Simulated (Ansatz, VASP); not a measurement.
# TaN: VASP beside Ansatz

The input INCAR:

```
SYSTEM = TaN
PREC     = Accurate       ! precision mode
ENCUT    = 600            ! plane-wave cutoff, eV
EDIFF    = 1E-6           ! SCF threshold, eV
ISMEAR   = -1             ! smearing method
SIGMA    = 0.02           ! smearing width, eV
LREAL    = .False.        ! projectors in reciprocal space
LASPH    = .True.         ! aspherical terms in the spheres
NELM     = 120            ! most SCF steps
ALGO     = Normal         ! electronic algorithm
ISIF     = 2              ! what is computed and relaxed
LWAVE    = .False.        ! write WAVECAR
LCHARG   = .False.        ! write CHGCAR
GGA      = PE             ! functional
NBANDS   = 15             ! bands
GGA_COMPAT= .False.
```

The input KPOINTS:

```
regular mesh
0
Gamma
  9 9 9
  0 0 0
```

Contents of POSCAR:

```
TaN
1.0
    0.0000000000      2.1790000000      2.2225800000
    2.1790000000      0.0000000000      2.2225800000
    2.1790000000      2.1790000000      0.0000000000
Ta N
1 1
Direct
    0.5000000000      0.5000000000      0.5000000000
    0.0000000000      0.0000000000      0.0000000000
```

Input for Ansatz:

```yaml
crystal:
  lattice:
    - [0.0, 2.179, 2.22258]
    - [2.179, 0.0, 2.22258]
    - [2.179, 2.179, 0.0]
  atoms:
    - { symbol: Ta, position: [0.5, 0.5, 0.5] }
    - { symbol: "N", position: [0.0, 0.0, 0.0] }
kpoints:
  mp_grid: { grid: [9, 9, 9] }
  band_path:
    path:
      - [0.0, 0.0, 0.0]
      - [0.0, 0.5, 0.5]
      - [0.25, 0.75, 0.5]
      - [0.0, 0.5, 0.0]
      - [0.0, 0.0, 0.0]
      - [0.5, 0.5, 0.0]
      - [0.3701460977, 0.6298539023, 0.0]
      - [-0.3701460977, 0.3701460977, 0.0]
      - [0.0, 0.0, 0.0]
    npoints: 5
scf:
  occupations: { method: fermi_dirac, width: 0.02 }
hamiltonian:
  xc: pbe
  pseudopotentials: { kind: all_electron, lapw: { basis_error: 0.0005 } }
output:
  forces: true
  stress: true
  eigenvalues: true
```

Change from the starting cell: zz strain of +2 %.

Alike in both runs: task single point; functional PBE; k mesh 9 × 9 × 9; occupations fermi-dirac, width 0.02 eV; no spin polarisation.

|  | VASP | Ansatz |
| --- | --- | --- |
| version | VASP 6.6.1 | Ansatz 0.2.0 |
| potentials or method | VASP PAW PBE potentials, release 64 (Ta_pv, N), cutoff 600 eV | all-electron LAPW, scalar-relativistic |

|  | VASP | Ansatz | Ansatz less VASP |
| --- | --- | --- | --- |
| pressure (GPa) | 8.1 | 7.4 | -0.68 |
| traceless stress, the component that is largest in VASP (GPa) | -9.12 | -9.07 | +0.045 |

Ansatz ran all-electron here, and VASP with PAW potentials.

Neither program's run includes spin-orbit coupling.
